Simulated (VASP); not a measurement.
# InSe in VASP: single point with PBE+D3(BJ)

Aim: the single point of InSe with PBE+D3(BJ).

Everything below comes from runs of VASP 6.6.1. Logs are shortened: lines on timing, memory, paths and dates and some standing lists are left out, and cuts for length are marked.

## Step 1: The cell of the first run

The cell holds a slab with vacuum, 16 atoms: a = 4.036 Å, b = 8.624 Å, c = 27.320 Å, α = 90.00°, β = 90.00°, γ = 90.00°.

## Step 2: Single point, PBE+D3(BJ)

File INCAR:

```
PREC     = Accurate       # precision mode
ENCUT    = 520            # plane-wave cutoff, eV
EDIFF    = 1E-6           # SCF threshold, eV
ISMEAR   = 0              # smearing method
SIGMA    = 0.05           # smearing width, eV
LREAL    = Auto         
LASPH    = True           # aspherical terms in the spheres
NELM     = 60             # most SCF steps
ALGO     = Fast           # electronic algorithm
ISIF     = 2              # what is computed and relaxed
LWAVE    = False          # write WAVECAR
LCHARG   = False          # write CHGCAR
LDIPOL   = True         
IDIPOL   = 3            
DIPOL    = 0.5 0.5 0.506
GGA      = PE             # functional
IVDW     = 12             # dispersion correction
NBANDS   = 90             # bands
```

File KPOINTS:

```
Automatic mesh
0
Gamma
  9 4 1
```

File POSCAR:

```
InSe
1.0
    4.0363944497      0.0000000000      0.0000000000
    0.0000000000      8.6241541175      0.0000000000
    0.0000000000      0.0000000000     27.3199688879
Se In
8 8
Direct
    0.0000000000      0.5631065058      0.2736109736
    0.0000000000      0.0738577160      0.3214063570
    0.5000000000      0.3702512377      0.3994949910
    0.5000000000      0.9583151262      0.4532202537
    0.0000000000      0.2539665460      0.5244733492
    0.0000000000      0.8461123721      0.5760954967
    0.5000000000      0.1141574179      0.6434737613
    0.5000000000      0.7356695539      0.7037054697
    0.5000000000      0.5843637972      0.3297008254
    0.5000000000      0.9278766336      0.3547980088
    0.0000000000      0.4675735171      0.4544374763
    0.0000000000      0.7793563402      0.4801667390
    0.5000000000      0.3494090800      0.5815312960
    0.5000000000      0.6698943106      0.6051892957
    0.0000000000      0.1920709804      0.7048773045
    0.0000000000      0.5291776873      0.6953964632
```

Potentials or basis: VASP PAW PBE potentials, release 64 (Se, In_d).

The run is started by

```console
> cat potpaw_PBE.64/Se/POTCAR potpaw_PBE.64/In_d/POTCAR > POTCAR
> mpirun -np 1 vasp_std > vasp.out
```

OUTCAR:

```text
PREC = Accurate
   ENCUT = 520
   EDIFF = 1E-6
   ISMEAR = 0
   LREAL = Auto
   LASPH = True
   NELM = 60
   ISIF = 2
   GGA = PE
   IVDW = 12
 IVDW          = 12

 ion  position               nearest neighbor table
   1  0.000  0.563  0.274-   9 2.54   9 2.54
   2  0.000  0.074  0.321-  10 2.55  10 2.55
   3  0.500  0.370  0.399-  11 2.65  11 2.65   9 2.65
   4  0.500  0.958  0.453-  12 2.65  12 2.65  10 2.70
   5  0.000  0.254  0.524-  11 2.66  13 2.68  13 2.68
   6  0.000  0.846  0.576-  14 2.65  14 2.65  12 2.68
   7  0.500  0.114  0.643-  13 2.64  15 2.71  15 2.71
   8  0.500  0.736  0.704-  16 2.70  16 2.70  14 2.75
   9  0.500  0.584  0.330-   1 2.54   1 2.54   3 2.65  10 3.04
  10  0.500  0.928  0.355-   2 2.55   2 2.55   4 2.70   9 3.04
  11  0.000  0.468  0.454-   3 2.65   3 2.65   5 2.66  12 2.78
  12  0.000  0.779  0.480-   4 2.65   4 2.65   6 2.68  11 2.78
  13  0.500  0.349  0.582-   7 2.64   5 2.68   5 2.68  14 2.84  16 4.02  16 4.02
  14  0.500  0.670  0.605-   6 2.65   6 2.65   8 2.75  13 2.84  16 3.41  16 3.41
  15  0.000  0.192  0.705-   7 2.71   7 2.71  16 2.92
  16  0.000  0.529  0.695-   8 2.70   8 2.70  15 2.92  14 3.41  14 3.41  13 4.02  13 4.02

  LATTYP: Found a simple orthorhombic cell.
 ALAT       =     4.0363944497
 B/A-ratio  =     2.1365984482
 C/A-ratio  =     6.7684090909

  Lattice vectors:

 A1 = (   4.0363944497,   0.0000000000,   0.0000000000)
 A2 = (   0.0000000000,   8.6241541175,   0.0000000000)
 A3 = (   0.0000000000,   0.0000000000,  27.3199688879)

Analysis of symmetry for initial positions (statically):
=====================================================================
 Subroutine PRICEL returns:
 Original cell was already a primitive cell.

 Routine SETGRP: Setting up the symmetry group for a
 simple orthorhombic supercell.

 Subroutine GETGRP returns: Found  2 space group operations
 (whereof  2 operations were pure point group operations)
 out of a pool of  8 trial point group operations.

The static configuration has the point symmetry C_1h.

Analysis of symmetry for dynamics (positions and initial velocities):
=====================================================================
 Subroutine PRICEL returns:
 Original cell was already a primitive cell.

 Routine SETGRP: Setting up the symmetry group for a
 simple orthorhombic supercell.

 Subroutine GETGRP returns: Found  2 space group operations
 (whereof  2 operations were pure point group operations)
 out of a pool of  8 trial point group operations.

The dynamic configuration has the point symmetry C_1h.

 Subroutine INISYM returns: Found  2 space group operations
 (whereof  2 operations are pure point group operations),
 and found     1 'primitive' translations

----------------------------------------------------------------------------------------

                                     Primitive cell

  volume of cell :     951.0214

  direct lattice vectors                    reciprocal lattice vectors
     4.036394450  0.000000000  0.000000000     0.247745856  0.000000000  0.000000000
     0.000000000  8.624154117  0.000000000     0.000000000  0.115953401  0.000000000
     0.000000000  0.000000000 27.319968888     0.000000000  0.000000000  0.036603263

  length of vectors
     4.036394450  8.624154117 27.319968888     0.247745856  0.115953401  0.036603263

  position of ions in fractional coordinates (direct lattice)
     0.000000000  0.563106506  0.273610974
     0.000000000  0.073857716  0.321406357
     0.500000000  0.370251238  0.399494991
     0.500000000  0.958315126  0.453220254
     0.000000000  0.253966546  0.524473349
     0.000000000  0.846112372  0.576095497
[... 8 lines left out ...]
     0.000000000  0.192070980  0.704877305
     0.000000000  0.529177687  0.695396463

  ion indices of the primitive-cell ions
   primitive index   ion index
                 1           1
                 2           2
                 3           3
                 4           4
                 5           5
                 6           6
[... 8 lines left out ...]
                15          15
                16          16

----------------------------------------------------------------------------------------

 KPOINTS: Automatic mesh

Automatic generation of k-mesh.
 Grid dimensions read from file:
 generate k-points for:    9    4    1

 Generating k-lattice:

  Cartesian coordinates                     Fractional coordinates (reciprocal lattice)
     0.027527317  0.000000000  0.000000000     0.111111111  0.000000000  0.000000000
     0.000000000  0.028988350  0.000000000     0.000000000  0.250000000  0.000000000
     0.000000000  0.000000000  0.036603263     0.000000000  0.000000000  1.000000000

  Length of vectors
     0.027527317  0.028988350  0.036603263

  Shift w.r.t. Gamma in fractional coordinates (k-lattice)
     0.000000000  0.000000000  0.000000000

 Subroutine IBZKPT returns following result:
 ===========================================

 Found     15 irreducible k-points:

 Following reciprocal coordinates:
            Coordinates               Weight
  0.000000  0.000000  0.000000      1.000000
  0.111111  0.000000  0.000000      2.000000
  0.222222  0.000000  0.000000      2.000000
  0.333333  0.000000  0.000000      2.000000
  0.444444  0.000000  0.000000      2.000000
  0.000000  0.250000  0.000000      2.000000
  0.111111  0.250000  0.000000      4.000000
  0.222222  0.250000  0.000000      4.000000
  0.333333  0.250000  0.000000      4.000000
  0.444444  0.250000  0.000000      4.000000
  0.000000  0.500000  0.000000      1.000000
  0.111111  0.500000  0.000000      2.000000
  0.222222  0.500000  0.000000      2.000000
  0.333333  0.500000  0.000000      2.000000
  0.444444  0.500000  0.000000      2.000000
   k-points           NKPTS =     15   k-points in BZ     NKDIM =     15   number of bands    NBANDS=     90
   number of dos      NEDOS =    301   number of ions     NIONS =     16
   total plane-waves  NPLWV = 403200
   dimension x,y,z NGX =    30 NGY =   64 NGZ =  210
   dimension x,y,z NGXF=    60 NGYF=  128 NGZF=  420
   ions per type =               8   8
   NGX,Y,Z   is equivalent  to a cutoff of  12.36, 12.34, 12.78 a.u.
   NGXF,Y,Z  is equivalent  to a cutoff of  24.71, 24.67, 25.56 a.u.
 SYSTEM =  unknown system
   PREC   = accura    normal or accurate (medium, high low for compatibility)
   ISTART =      0    job   : 0-new  1-cont  2-samecut
   ICHARG =      2    charge: 1-file 2-atom 10-const
   ISPIN  =      1    spin polarized calculation?
   LNONCOLLINEAR =      F non collinear calculations
   LSORBIT =      F    spin-orbit coupling
   LASPH  =      T    aspherical Exc in radial PAW
   ENCUT  =  520.0 eV  38.22 Ry    6.18 a.u.   7.51 16.04 50.80*2*pi/ulx,y,z
   NELM   =     60;   NELMIN=  2; NELMDL= -5     # of ELM steps
   EDIFF  = 0.1E-05   stopping-criterion for ELM
   LREAL  =      T    real-space projection
   EDIFFG = 0.1E-04   stopping-criterion for IOM
   NSW    =      0    number of steps for IOM
   IBRION =     -1    ionic relax: 0-MD 1-quasi-New 2-CG
   NFREE  =      0    steps in history (QN), initial steepest desc. (CG)
   ISIF   =      2    stress and relaxation
   ISYM   =      2    0-nonsym 1-usesym 2-fastsym
   POTIM  = 0.5000    time-step for ionic-motion
   TEBEG  =    0.0;   TEEND  =   0.0 temperature during run
   PSTRESS=    0.0 pullay stress
   NELECT =     152.0000    total number of electrons
   NUPDOWN=      -1.0000    fix difference up-down
   EMIN   =  10.00;   EMAX   =-10.00  energy-range for DOS
   EFERMI =   0.00;   METHOD = LEGACY
   ISMEAR =     0;   SIGMA  =   0.05  broadening in eV -4-tet -1-fermi 0-gaus
   EFERMI_NEDOS =   21; number of points for ismear=-14 and -15
   IALGO  =     68    algorithm
   IMIX   =      4    mixing-type and parameters
     AMIX     =   0.40;   BMIX     =  1.00
     AMIX_MAG =   1.60;   BMIX_MAG =  1.00
  volume/ion in A,a.u.               =      59.44       401.11
  Fermi-wavevector in a.u.,A,eV,Ry     =   0.888436  1.678900 10.739319  0.789318
  Thomas-Fermi vector in A             =   2.009865
   LORBIT       =      0    0 simple, 1 ext, 2 COOP (PROOUT), +10 PAW based schemes
   GGA     = PE    functional components
   LHFCALC =     F    Hartree Fock is set to
   AEXX    =    0.0000 exact exchange contribution
   IVDW    =    12    specifies the selected vdW correction
   LEPSILON=     F    determine dielectric tensor
   LRPA    =     F    only Hartree local field effects (RPA)
 non-spin polarized calculation
 RMM-DIIS sequential band-by-band and
 Gauss-broadening in eV      SIGMA  =   0.05
  energy-cutoff  :      520.00
  volume of cell :      951.02
 maximum number of plane-waves:     25676
 NGX is ok and might be reduce to    30
   NGX = 15   NGY = 33   NGZ =101

 dipolmoment           0.000000      0.000000      0.146769 electrons x Angstroem

 number of electron     152.0000001 magnetization

 dipolmoment           0.000000      0.000000     -0.310641 electrons x Angstroem

 Free energy of the ion-electron system (eV)
  ---------------------------------------------------
  ext. energy  EPLUGINS =         0.00000000
  ---------------------------------------------------
  free energy    TOTEN  =       -53.72368248 eV

  energy without entropy =      -53.70991344  energy(sigma->0) =      -53.71679796

 E-fermi :  -0.6826     XC(G=0):  -4.8864

 val. band max:       -0.6882775790   @ k =   0.3333   0.2500   0.0000
 cond. band min:      -0.6767504350   @ k =   0.1111   0.5000   0.0000
 fundamental gap:      0.0115271440
 Fermi energy:        -0.6825617100

 k-point     1 :       0.0000    0.0000    0.0000
  band No.  band energies     occupation
      1     -15.5819      2.00000
      2     -15.5028      2.00000
      3     -15.4042      2.00000
      4     -15.3945      2.00000
      5     -15.3723      2.00000
      6     -15.3397      2.00000
[... 80 lines left out ...]
     87       2.8503      0.00000
     88       3.1829      0.00000

 k-point     2 :       0.1111    0.0000    0.0000
  band No.  band energies     occupation
      1     -15.5808      2.00000
      2     -15.5054      2.00000
      3     -15.4292      2.00000
      4     -15.4029      2.00000
      5     -15.3711      2.00000
      6     -15.3236      2.00000
[... 1172 lines left out ...]
     87       2.9524      0.00000
     88       3.1183      0.00000

 k-point    15 :       0.4444    0.5000    0.0000
  band No.  band energies     occupation
      1     -15.6394      2.00000
      2     -15.5439      2.00000
      3     -15.4503      2.00000
      4     -15.4375      2.00000
      5     -15.4242      2.00000
      6     -15.3639      2.00000
[... 80 lines left out ...]
     87       2.7501      0.00000
     88       3.0688      0.00000
 [bands above 88 left out]

------------------------ aborting loop because EDIFF is reached ----------------------------------------

 vacuum level on the upper side and lower side of the slab       (xc-potential included)        -0.923         0.648

 Edisp (eV)   -3.93099

 E8    (eV) :    -1.8451

  FORCE on cell =-STRESS in cart. coord.  units (eV):
  Direction    XX          YY          ZZ          XY          YZ          ZX
  --------------------------------------------------------------------------------------
  -------------------------------------------------------------------------------------
  Total       1.69997    -1.17265    -0.00076     0.00000    -0.03202     0.00000
  in kB       2.86392    -1.97556    -0.00128     0.00000    -0.05395     0.00000
  external pressure =        0.30 kB  Pullay stress =        0.00 kB

 VOLUME and BASIS-vectors are now :
 -----------------------------------------------------------------------------
  energy-cutoff  :      520.00
  volume of cell :      951.02
      direct lattice vectors                 reciprocal lattice vectors
     4.036394450  0.000000000  0.000000000     0.247745856  0.000000000  0.000000000
     0.000000000  8.624154117  0.000000000     0.000000000  0.115953401  0.000000000
     0.000000000  0.000000000 27.319968888     0.000000000  0.000000000  0.036603263

 POSITION                                       TOTAL-FORCE (eV/Angst)
 -----------------------------------------------------------------------------------
      0.00000      4.85632      7.47504         0.000000      0.001126     -0.008173
      0.00000      0.63696      8.78081         0.000000      0.011720     -0.007631
      2.01820      3.19310     10.91419         0.000000     -0.013705      0.002572
      2.01820      8.26466     12.38196         0.000000      0.019801      0.004943
      0.00000      2.19025     14.32860         0.000000     -0.010482     -0.001263
      0.00000      7.29700     15.73891         0.000000      0.019498      0.001584
[... 8 lines left out ...]
      0.00000      1.65645     19.25723         0.000000      0.012648      0.015477
      0.00000      4.56371     18.99821         0.000000     -0.023803     -0.019182
 -----------------------------------------------------------------------------------
    total drift:                                0.000000     -0.026225      0.008194

  FREE ENERGIE OF THE ION-ELECTRON SYSTEM (eV)
  ---------------------------------------------------
  free  energy   TOTEN  =       -57.6546765594 eV

  energy  without entropy=      -57.6409075207  energy(sigma->0) =      -57.64779204

 vacuum level on the upper side and lower side of the slab         3.517         5.114
```

Wall time 1.7 h (1 thread of Oxide Virtual Turin-like, shared host); peak memory 1.2 GiB.

What came out:

- Free energy: -57.6547 eV
- Largest force: 0.031 eV/Å
- Band gap on the k mesh: zero (bands 76 and 77 overlap by 0.38 eV)
- Dispersion energy per atom: -0.246 eV

Forces in eV/Å, atoms in the order of the input:
```
Se   0.000  0.001 -0.008
Se   0.000  0.012 -0.008
Se   0.000 -0.014  0.003
Se   0.000  0.020  0.005
Se   0.000 -0.010 -0.001
Se   0.000  0.019  0.002
Se   0.000 -0.002 -0.003
Se   0.000  0.016  0.009
In   0.000 -0.006 -0.007
In   0.000 -0.010  0.016
In   0.000 -0.002  0.016
In   0.000 -0.026 -0.015
In   0.000  0.019 -0.007
In   0.000 -0.007  0.004
In   0.000  0.013  0.015
In   0.000 -0.024 -0.019
```

Caveat: spin-orbit coupling is left out, which moves the levels of the heavy elements.
